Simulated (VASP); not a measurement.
Write the native input for VASP 6.6.1 that does the following.

* Task: relaxation of cell and atoms
* Functional: LDA
* Potentials or basis: VASP PAW LDA potentials, release 64 (Si, Mo_sv)
* Cutoff: 600 eV
* k mesh: 18 × 18 × 18
* Occupations: gaussian, width 0.1 eV
* Spin: no spin polarisation
* Dipole correction: no
* Further INCAR settings: ALGO = Normal; EDIFF = 1e-06; IBRION = 2; EDIFFG = -0.002; NSW = 100; ISIF = 3

The structure of Si2Mo lies in POSCAR:

```
Si2Mo
1.0
   -1.6021322800      1.6021322800      3.9080959800
    1.6021322800     -1.6021322800      3.9080959800
    1.6021322800      1.6021322800     -3.9080959800
Si Mo
2 1
Direct
    0.6645706300      0.6645706300      0.0000000000
    0.3354293700      0.3354293700      0.0000000000
    0.0000000000      0.0000000000      0.0000000000
```

One way to write it, as run:

INCAR

```
  ALGO = Normal
  EDIFF = 1E-6
  EDIFFG = -0.002
  ENCUT = 600
  GGA = CA
  IBRION = 2
  ISIF = 3
  ISMEAR = 0
  LASPH = True
  LCHARG = False
  LREAL = False
  LUSENCCL = False
  LWAVE = False
  NELM = 60
  NSW = 100
  PREC = Accurate
  SIGMA = 0.1
```

KPOINTS

```
k-points
0
Gamma
  18 18 18
```

Potentials or basis: VASP PAW LDA potentials, release 64 (Si, Mo_sv).

Command:

```sh
$ cat potpaw_LDA.64/Si/POTCAR potpaw_LDA.64/Mo_sv/POTCAR > POTCAR
$ mpirun -np 1 vasp_std > vasp.out
```

Results of the run:

```json
{
 "Relaxed volume": "13.10 Å³/atom",
 "Relaxed cell": "a = 4.494 Å, b = 4.494 Å, c = 4.494 Å, α = 138.60°, β = 138.60°, γ = 59.99°",
 "Space group after relaxing (to 0.1 Å)": "I4/mmm (No. 139)",
 "Energy gained by relaxing": "4.1 meV/atom",
 "Ionic steps": "13",
 "Pressure after relaxing": "0.0 GPa",
 "Band gap on the k mesh": "zero (bands 11 and 12 overlap by 0.94 eV)"
}
```

It took 56 min on 1 × NVIDIA H100 80GB with 1 thread of AMD EPYC 7R13 Processor (Zen 3), on a shared host, peak memory 1.5 GiB.
